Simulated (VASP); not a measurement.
Ru, 6 atoms in the cell. It takes space group P6_3/mmc (No. 194, hexagonal). Conventional cell: a = 2.720 Å, b = 2.720 Å, c = 4.297 Å, α = 90.00°, β = 90.00°, γ = 120.00°. Within 3.5 Å of Ru (site symmetry -6m2) lie 12 Ru at 2.66 to 2.72 Å. 

| Quantity | Value |
| --- | --- |
| Program | VASP 6.6.1 |
| Task | relaxation of cell and atoms |
| Functional | PBE |
| Potentials or basis | VASP PAW PBE potentials, release 64 (Ru_pv) |
| Cutoff | 600 eV |
| k mesh | 8 × 12 × 12 |
| Occupations | gaussian, width 0.1 eV |
| Spin | no spin polarisation |
| Dipole correction | no |
| Further INCAR settings | ALGO = Fast; EDIFF = 1e-06; IBRION = 2; EDIFFG = -0.015; NSW = 80; ISIF = 3 |

Potentials or basis: VASP PAW PBE potentials, release 64 (Ru_pv).

Command:

```sh
$ cat potpaw_PBE.64/Ru_pv/POTCAR > POTCAR
$ mpirun -np 1 vasp_std > vasp.out
```

Hardware: 1 thread of Intel(R) Xeon(R) 6975P-C (Granite Rapids), with other jobs on the host.

Q: How long does it take, and how much memory?

A: Run time: 9 min on 1 thread of Intel(R) Xeon(R) 6975P-C (Granite Rapids), on a shared host, peak memory 0.47 GiB. Counts: scf iterations 32, k points 95, ion steps 3.
